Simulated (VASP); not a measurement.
Wanted: the native input for a VASP 6.6.1 run.

* Task: single point
* Functional: PBE
* Potentials or basis: VASP PAW PBE potentials, release 64 (Ga_d, Si)
* Cutoff: 520 eV
* k mesh: 6 × 6 × 4
* Occupations: gaussian, width 0.1 eV
* Spin: no spin polarisation
* Dipole correction: no
* Further INCAR settings: ALGO = Normal; EDIFF = 1e-06; NBANDS = 18

The structure of GaSi2 lies in POSCAR:

```
GaSi2
1.0
    3.7623754046     -0.0000000034      0.0000000000
   -1.8811876994      3.2583126806      0.0000000000
    0.0000000000      0.0000000000      5.0564990701
Ga Si
1 2
Direct
    0.0000000000      0.0000000000      0.0000000000
    0.6666666667      0.3333333333      0.7399297811
    0.6666666667      0.3333333333      0.2600702189
```

The input as run:

INCAR

```
PREC     = Accurate       # precision mode
ENCUT    = 520            # plane-wave cutoff, eV
EDIFF    = 1E-6           # SCF threshold, eV
ISMEAR   = 0              # smearing method
SIGMA    = 0.1            # smearing width, eV
LREAL    = F              # projectors in reciprocal space
LASPH    = T              # aspherical terms in the spheres
NELM     = 100            # most SCF steps
ALGO     = Normal         # electronic algorithm
ISIF     = 2              # what is computed and relaxed
LWAVE    = F              # write WAVECAR
LCHARG   = F              # write CHGCAR
GGA      = PE             # functional
NBANDS   = 18             # bands
```

KPOINTS

```
regular mesh
0
Gamma
  6 6 4
```

Potentials or basis: VASP PAW PBE potentials, release 64 (Ga_d, Si).

Command:

```console
$ cat potpaw_PBE.64/Ga_d/POTCAR potpaw_PBE.64/Si/POTCAR > POTCAR
$ mpirun -np 1 vasp_std > vasp.out
```

It gave:

```
Pressure      : 0.4 GPa
Largest force : 0.008 eV/Å
```

Wall time 18 s on 1 thread of Intel(R) Xeon(R) Platinum 8259CL CPU @ 2.50GHz (Skylake/Cascade Lake), with other jobs on the host, peak memory 0.18 GiB.
